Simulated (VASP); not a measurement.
A run of VASP 6.6.1 is set up as follows.

Contents of INCAR:

```
SYSTEM = Al3GaN4
PREC = Accurate ; ENCUT = 520
EDIFF = 1E-7 ; ISMEAR = 0
SIGMA = 0.05 ; LREAL = .FALSE.
LASPH = .TRUE. ; NELM = 80
ALGO = Normal ; ISIF = 2
LWAVE = .FALSE. ; LCHARG = .FALSE.
GGA = PS ; NBANDS = 31
```

File KPOINTS:

```
regular mesh
0
G
  6 8 4
  0 0 0
```

File POSCAR:

```
Al3GaN4
1.0
    5.0434079713      0.0000000000      0.0001149907
    0.0000000000      3.1300738974      0.0000000000
   -0.0032362569      0.0000000000      5.4179919474
Al Ga N
3 1 4
Direct
    0.5004462543      0.5000000000      0.1728631288
    0.0039134146      0.5000000000      0.8346655063
   -0.0008416189      0.0000000000      0.3306923199
    0.4986117836      0.0000000000      0.6633807945
    0.1115883801      0.0000000000      0.6642773549
    0.1227787996      0.5000000000      0.1687395562
    0.6252648887      0.5000000000      0.8437424624
    0.6238738322      0.0000000000      0.3287881490
```

Potentials or basis: VASP PAW PBE potentials, release 64 (Al, Ga_d, N).

Run with:

```sh
$ cat potpaw_PBE.64/Al/POTCAR potpaw_PBE.64/Ga_d/POTCAR potpaw_PBE.64/N/POTCAR > POTCAR
$ mpirun -np 1 vasp_std > vasp.out
```

Predict the band gap on the k mesh.

3.42 eV, direct.

Estimate the largest force.

0.704 eV/Å.

Predict the pressure.

0.0 GPa.

Stress tensor (GPa, compression positive):
```
 0.07  0.00 -0.31
 0.00 -0.46  0.00
-0.31  0.00  0.24
```

Caveat: the cell differs from its parent crystal (mode 10 (414.8 1/cm) frozen in, largest displacement +0.030 Å); the PAW data sets were made with another functional, which shifts forces and pressure a little. A k mesh can miss the band edges.
